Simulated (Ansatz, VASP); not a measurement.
LiCl in VASP and in Ansatz

The input POSCAR:

```
LiCl
1.0
    3.9701076142      0.0000000000      0.0000000000
   -1.9850538071      3.4382140496      0.0000000000
    0.0000000000      0.0000000000      6.3479844576
Li Cl
2 2
Direct
    0.6666666667      0.3333333333      0.8780761498
    0.3333333333      0.6666666667      0.3780761498
    0.6666666667      0.3333333333      0.4969248502
    0.3333333333      0.6666666667      0.9969248502
```

File INCAR.step1:

```
SYSTEM = LiCl
PREC     = Accurate       ! precision mode
ENCUT    = 520            ! plane-wave cutoff, eV
ISMEAR   = 0              ! smearing method
SIGMA    = 0.01           ! smearing width, eV
LREAL    = .False.        ! projectors in reciprocal space
LASPH    = .True.         ! aspherical terms in the spheres
NELM     = 100            ! most SCF steps
NBANDS   = 18             ! bands
GGA      = PE             ! functional
ALGO     = Normal         ! electronic algorithm
EDIFF    = 1E-4           ! SCF threshold, eV
LWAVE    = .True.         ! write WAVECAR
LCHARG   = .False.        ! write CHGCAR
```

File INCAR.step2:

```
SYSTEM = LiCl
PREC     = Accurate       ! precision mode
ENCUT    = 520            ! plane-wave cutoff, eV
EDIFF    = 1E-7           ! SCF threshold, eV
ISMEAR   = 0              ! smearing method
SIGMA    = 0.01           ! smearing width, eV
LREAL    = .False.        ! projectors in reciprocal space
LASPH    = .True.         ! aspherical terms in the spheres
NELM     = 100            ! most SCF steps
ALGO     = Normal         ! electronic algorithm
ISIF     = 2              ! what is computed and relaxed
LWAVE    = .False.        ! write WAVECAR
LCHARG   = .True.         ! write CHGCAR
METAGGA  = R2SCAN         ! meta-GGA
LMIXTAU  = .True.       
LELF     = .True.         ! ELF
LVHAR    = .True.       
NBANDS   = 18             ! bands
ISTART   = 1
```

File KPOINTS:

```
regular mesh
0
Gamma
  6 6 4
  0 0 0
```

Input for Ansatz:

```yaml
crystal:
  lattice:
    - [3.9701076142, 0.0, 0.0]
    - [-1.9850538071, 3.4382140496, 0.0]
    - [0.0, 0.0, 6.3479844576]
  atoms:
    - { symbol: Li, position: [0.6666666667, 0.3333333333, 0.8780761498] }
    - { symbol: Li, position: [0.3333333333, 0.6666666667, 0.3780761498] }
    - { symbol: Cl, position: [0.6666666667, 0.3333333333, 0.4969248502] }
    - { symbol: Cl, position: [0.3333333333, 0.6666666667, 0.9969248502] }
kpoints:
  mp_grid: { grid: [6, 6, 4] }
hamiltonian:
  xc: r2scan
scf:
  occupations: { method: fixed }
  n_extra_bands: 5
output:
  forces: true
  stress: true
  eigenvalues: true
```

Alike in both runs: task single point; functional r2SCAN; k mesh 6 × 6 × 4; no spin polarisation.

|  | VASP | Ansatz |
| --- | --- | --- |
| version | VASP 6.6.1 | Ansatz 0.2.0 |
| potentials or method | VASP PAW PBE potentials, release 64 (Li_sv, Cl) | plane waves, PAW |
| plane-wave cutoff (eV) | 520 | 500 |
| occupations | gaussian, width 0.01 eV | fixed |
| valence electrons in the cell | 20 | 20 |

|  | VASP | Ansatz | Ansatz less VASP |
| --- | --- | --- | --- |
| gap on the k mesh at the Fermi level (eV) | 6.53 | 6.48 | -0.051 |
| rms of the force components (eV/Å) | 0.010 | 0.001 | -0.0094 |

VASP's potentials were made for PBE, not for r2SCAN. Atom by atom the forces differ by 0.009 eV/Å (rms over components).

Noted on VASP's run: the cutoff is short for stress, so the pressure is rough.
